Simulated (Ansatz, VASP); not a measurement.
**Li2CdAuC6N6 in VASP and in Ansatz**

```xyz
16
Lattice="0.0000 5.8877 5.8877 5.8877 0.0000 5.8877 5.8877 5.8877 0.0000" Properties=species:S:1:pos:R:3 pbc="T T T"
Li    2.9439    2.9439    2.9439
Li    8.8316    8.8316    8.8316
Cd    0.0000    0.0000    0.0000
C     2.4002    5.8877    5.8877
C     5.8877    2.4002    5.8877
C     5.8877    5.8877    2.4002
C     9.3753    5.8877    5.8877
C     5.8877    9.3753    5.8877
C     5.8877    5.8877    9.3753
Au    5.8877    5.8877    5.8877
N     3.5720    5.8877    5.8877
N     5.8877    3.5720    5.8877
N     5.8877    5.8877    3.5720
N     8.2035    5.8877    5.8877
N     5.8877    8.2035    5.8877
N     5.8877    5.8877    8.2035
```

Alike in both runs: functional PBE; k mesh 6 × 6 × 6; occupations gaussian, width 0.1 eV; collinear spin.

Ansatz relaxed the structure, and its values are those at the end. VASP's run is a single point on that final structure, the one shown.

```csv
,VASP,Ansatz
version,VASP 6.6.1,Ansatz 0.2.0
potentials or method,"VASP PAW PBE potentials, release 64 (Li_sv, Cd, C, Au, N), cutoff 750 eV","scalar-relativistic, plane waves, PAW"
valence electrons in the cell,83,99
```

```tsv
	VASP	Ansatz	Ansatz less VASP
gap on the k mesh at the Fermi level (eV)	none	none	-
pressure (GPa)	0.3	0.0	-0.27
rms of the force components (eV/Å)	0.187	0.003	-0.1837
net moment per atom (μB)	0.06	0.06	0.000
size of the moment on the site where the two differ most (μB)	0.55	0.52	-0.031
```

Site moments also hang on the region over which each program counts them. A gap of «none» marks a metal or a gap that the smearing closes. One of these differences is far larger than is usual between the two programs; its cause wasn't traced. VASP's potentials hold 83 valence electrons a cell and Ansatz's 99, so a difference there can come from the potentials and not from the codes.

Neither program's run includes spin-orbit coupling. Noted on VASP's run: the standard files for N, O and F lose accuracy on very short bonds.
